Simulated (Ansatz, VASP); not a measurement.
MgS in VASP and in Ansatz

Contents of INCAR:

```
ALGO = Normal ; EDIFF = 1E-7
ENCUT = 520 ; GGA = RP
ISIF = 2 ; ISMEAR = 0
IVDW = 12 ; LASPH = True
LCHARG = True ; LELF = True
LREAL = False ; LVHAR = True
LWAVE = False ; NBANDS = 11
NELM = 80 ; PREC = Accurate
SIGMA = 0.1
```

The input KPOINTS:

```
k-points
0
Gamma
  9 9 9
```

File POSCAR:

```
MgS
1.0
    0.0000000000      2.6016500000      2.6016500000
    2.6016500000      0.0000000000      2.6016500000
    2.6016500000      2.6016500000      0.0000000000
S Mg
1 1
Direct
    0.5000000000      0.5000000000      0.5000000000
    0.0000000000      0.0000000000      0.0000000000
```

File input.yaml:

```yaml
crystal:
  lattice:
    - [0.0, 2.60165, 2.60165]
    - [2.60165, 0.0, 2.60165]
    - [2.60165, 2.60165, 0.0]
  atoms:
    - { symbol: S, position: [0.5, 0.5, 0.5] }
    - { symbol: Mg, position: [0.0, 0.0, 0.0] }
kpoints:
  mp_grid: { grid: [9, 9, 9] }
  band_path:
    path:
      - [0.0, 0.0, 0.0]
      - [0.5, 0.0, 0.5]
      - [0.5, 0.25, 0.75]
      - [0.375, 0.375, 0.75]
      - [0.0, 0.0, 0.0]
      - [0.5, 0.5, 0.5]
      - [0.625, 0.25, 0.625]
      - [0.5, 0.25, 0.75]
    npoints: 10
scf:
  occupations: { method: gaussian, width: 0.1 }
hamiltonian:
  xc: rpbe
  dispersion: d3bj
  pseudopotentials: { kind: all_electron, lapw: { basis_error: 0.001 } }
output:
  forces: true
  stress: true
  eigenvalues: true
```

Alike in both runs: functional RPBE; dispersion D3(BJ); k mesh 9 × 9 × 9; occupations gaussian, width 0.1 eV; no spin polarisation.

```csv
,VASP,Ansatz
version,VASP 6.6.1,Ansatz 0.2.0
potentials or method,"VASP PAW PBE potentials, release 64 (S, Mg), cutoff 520 eV","all-electron LAPW, scalar-relativistic"
task,single point,band structure
```

VASP gave:

| Property | Result |
| --- | --- |
| gap on the k mesh at the Fermi level (eV) | 3.04 |
| least direct gap on the mesh (eV) | 3.87 |
| pressure (GPa) | -13.6 |

Problem. Estimate Ansatz's values.

Solution. gap on the k mesh at the Fermi level (eV): 3.07; least direct gap on the mesh (eV): 3.88; pressure (GPa): -13.3.

VASP's potentials were made for PBE, not for RPBE. Ansatz ran all-electron here, and VASP with PAW potentials.
